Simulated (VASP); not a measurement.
A run of VASP 6.6.1 is set up as follows.

File INCAR:

```
SYSTEM = Hf3H2
ALGO     = Normal         ! electronic algorithm
EDIFF    = 1E-6           ! SCF threshold, eV
ENCUT    = 520            ! plane-wave cutoff, eV
GGA      = PE             ! functional
ISIF     = 2              ! what is computed and relaxed
ISMEAR   = 0              ! smearing method
LASPH    = .TRUE.         ! aspherical terms in the spheres
LCHARG   = .TRUE.         ! write CHGCAR
LELF     = .TRUE.         ! ELF
LREAL    = .FALSE.        ! projectors in reciprocal space
LVHAR    = .TRUE.       
LWAVE    = .FALSE.        ! write WAVECAR
NBANDS   = 24             ! bands
NELM     = 80             ! most SCF steps
PREC     = Accurate       ! precision mode
SIGMA    = 0.1            ! smearing width, eV
```

The input KPOINTS:

```
k-points
0
G
  6 6 4
  0 0 0
```

The input POSCAR:

```
Hf3H2
1.0
    3.1884096023      0.0000000000      0.0000000000
   -1.5942048011      2.7612437132      0.0000000000
    0.0000000000      0.0000000000      7.8893722544
Hf H
3 2
Direct
    0.0000000000      0.0000000000      0.0000000000
    0.3333333333      0.6666666667      0.6616152733
    0.6666666667      0.3333333333      0.3383847267
    0.3333333333      0.6666666667      0.1621509198
    0.6666666667      0.3333333333      0.8378490802
```

Potentials or basis: VASP PAW PBE potentials, release 64 (Hf_pv, H).

The run is started by

```sh
$ cat potpaw_PBE.64/Hf_pv/POTCAR potpaw_PBE.64/H/POTCAR > POTCAR
$ mpirun -np 1 vasp_std > vasp.out
```

Problem. Estimate the largest force.

Solution. 0.004 eV/Å.

Problem. What does it give for the pressure?

Solution. -0.6 GPa.

Forces in eV/Å, atoms in the order of the input:
```
Hf   0.000  0.000  0.000
Hf   0.000  0.000 -0.004
Hf   0.000  0.000  0.004
H    0.000  0.000 -0.001
H    0.000  0.000  0.001
```

Caveat: the k points lie up to 0.38 Å⁻¹ apart, too coarse for converged energies and pressures of a metal.
